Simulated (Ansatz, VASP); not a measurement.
AlN: VASP beside Ansatz

POSCAR

```
AlN
1.0
    0.0000000000      2.1848764125      2.1193301201
    2.1848764125      0.0000000000      2.1193301201
    2.1848764125      2.1848764125      0.0000000000
Al N
1 1
Direct
    0.0000000000      0.0000000000      0.0000000000
    0.2500000000      0.2500000000      0.2500000000
```

INCAR.step1

```
SYSTEM = AlN
PREC     = Accurate       ! precision mode
ENCUT    = 520            ! plane-wave cutoff, eV
EDIFF    = 1E-5           ! SCF threshold, eV
ISMEAR   = 0              ! smearing method
SIGMA    = 0.01           ! smearing width, eV
LREAL    = .False.        ! projectors in reciprocal space
LASPH    = .True.         ! aspherical terms in the spheres
NELM     = 80             ! most SCF steps
ALGO     = Normal         ! electronic algorithm
ISIF     = 2              ! what is computed and relaxed
LWAVE    = .True.         ! write WAVECAR
GGA      = PE             ! functional
NBANDS   = 11             ! bands
```

File INCAR.step2:

```
SYSTEM = AlN
PREC     = Accurate       ! precision mode
ENCUT    = 520            ! plane-wave cutoff, eV
EDIFF    = 1E-7           ! SCF threshold, eV
ISMEAR   = 0              ! smearing method
SIGMA    = 0.01           ! smearing width, eV
LREAL    = .False.        ! projectors in reciprocal space
LASPH    = .True.         ! aspherical terms in the spheres
NELM     = 80             ! most SCF steps
ALGO     = Normal         ! electronic algorithm
ISIF     = 2              ! what is computed and relaxed
LWAVE    = .False.        ! write WAVECAR
LCHARG   = .True.         ! write CHGCAR
GGA      = PE             ! functional
LHFCALC  = .True.         ! exact exchange
HFSCREEN = 0.2079         ! screening, 1/A
PRECFOCK = Normal       
LELF     = .True.         ! ELF
LVHAR    = .True.       
ISTART   = 1            
NBANDS   = 11             ! bands
```

Contents of KPOINTS:

```
regular mesh
0
Gamma
  8 8 8
  0 0 0
```

Input for Ansatz:

```yaml
crystal:
  lattice:
    - [0.0, 2.1848764125, 2.1193301201]
    - [2.1848764125, 0.0, 2.1193301201]
    - [2.1848764125, 2.1848764125, 0.0]
  atoms:
    - { symbol: Al, position: [0.0, 0.0, 0.0] }
    - { symbol: "N", position: [0.25, 0.25, 0.25] }
kpoints:
  mp_grid: { grid: [8, 8, 8] }
  band_path:
    path:
      - [0.0, 0.0, 0.0]
      - [-0.5, -0.5, 0.0]
      - [-0.375, -0.375, 0.25]
      - [-0.375, 0.0, 0.375]
      - [0.0, 0.0, 0.5]
      - [-0.5, -0.25, 0.25]
    npoints: 1
hamiltonian:
  xc: hse06
scf:
  occupations: { method: fixed }
  n_extra_bands: 4
output:
  forces: true
  stress: true
  eigenvalues: true
```

Change from the starting cell: uniaxial_z strain -3.0%.

Alike in both runs: task single point; functional HSE06; k mesh 8 × 8 × 8; no spin polarisation.

|  | VASP | Ansatz |
| --- | --- | --- |
| version | VASP 6.6.1 | Ansatz 0.2.0 |
| potentials or method | VASP PAW PBE potentials, release 64 (Al, N) | plane waves, PAW |
| plane-wave cutoff (eV) | 520 | 420 |
| occupations | gaussian, width 0.01 eV | fixed |
| valence electrons in the cell | 8 | 8 |

Ansatz gave:

```
gap on the k mesh at the Fermi level (eV)                     : 4.41
pressure (GPa)                                                : 6.0
traceless stress, the component that is largest in VASP (GPa) : 2.54
```

Question: Which values does VASP return?

Answer: gap on the k mesh at the Fermi level (eV): 4.41; pressure (GPa): 5.9; traceless stress, the component that is largest in VASP (GPa): 2.56.

Ansatz's warnings: stress exchange threshold loose, stress scf threshold loose.
